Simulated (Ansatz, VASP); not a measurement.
One calculation of ZnSe, two programs

The input INCAR:

```
SYSTEM = ZnSe
PREC = Accurate ; ENCUT = 520
EDIFF = 1E-7 ; ISMEAR = 0
SIGMA = 0.02 ; LREAL = .FALSE.
LASPH = .TRUE. ; NELM = 60
ALGO = Normal ; ISIF = 2
LWAVE = .FALSE. ; LCHARG = .FALSE.
NBANDS = 16
```

The input KPOINTS:

```
Automatic mesh
0
G
  8 8 8
  0 0 0
```

POSCAR

```
ZnSe
1.0
    0.0000000000      2.8659201419      2.8659201419
    2.8659201419      0.0000000000      2.8659201419
    2.8659201419      2.8659201419      0.0000000000
Zn Se
1 1
Direct
    0.0000000000      0.0000000000      0.0000000000
    0.2500000000      0.2500000000      0.2500000000
```

Input for Ansatz:

```yaml
crystal:
  lattice:
    - [0.0, 2.8659201419, 2.8659201419]
    - [2.8659201419, 0.0, 2.8659201419]
    - [2.8659201419, 2.8659201419, 0.0]
  atoms:
    - { symbol: Zn, position: [0.0, 0.0, 0.0] }
    - { symbol: Se, position: [0.25, 0.25, 0.25] }
basis:
  ecutwfc: 420
kpoints:
  mp_grid: { grid: [8, 8, 8] }
  band_path:
    path:
      - [[0.0, 0.0, 0.0], [-0.5, -0.5, 0.0], [-0.375, -0.375, 0.25]]
      - [[-0.375, 0.0, 0.375], [0.0, 0.0, 0.0], [0.0, 0.0, 0.5], [-0.5, -0.25, 0.25], [-0.5, -0.5, 0.0]]
    npoints: 14
hamiltonian:
  xc: lda
scf:
  occupations: { method: gaussian, width: 0.02 }
  n_extra_bands: 6
output:
  forces: true
  stress: true
  eigenvalues: true
  populations: true
  dos: { projected: true, de: 0.02, nscf_kmesh: { grid: [12, 12, 12] } }
  bader: true
  write_density: true
  write_potential: true
  elf: true
  volumetric_format: npy
```

Alike in both runs: task single point; functional LDA; k mesh 8 × 8 × 8; occupations gaussian, width 0.02 eV; no spin polarisation.

```csv
,VASP,Ansatz
version,VASP 6.6.1,Ansatz 0.2.0
potentials or method,"VASP PAW LDA potentials, release 64 (Zn, Se), cutoff 520 eV","scalar-relativistic, plane waves, PAW"
valence electrons in the cell,18,28
```

```tsv
	VASP	Ansatz	Ansatz less VASP
gap on the k mesh at the Fermi level (eV)	0.93	0.90	-0.035
least direct gap on the mesh (eV)	0.93	0.90	-0.035
pressure (GPa)	-4.9	-5.1	-0.26
```

LDA's correlation is that of Perdew and Zunger in VASP and of Perdew and Wang (1992) in Ansatz. VASP's potentials hold 18 valence electrons a cell and Ansatz's 28, so a difference there can come from the potentials and not from the codes.
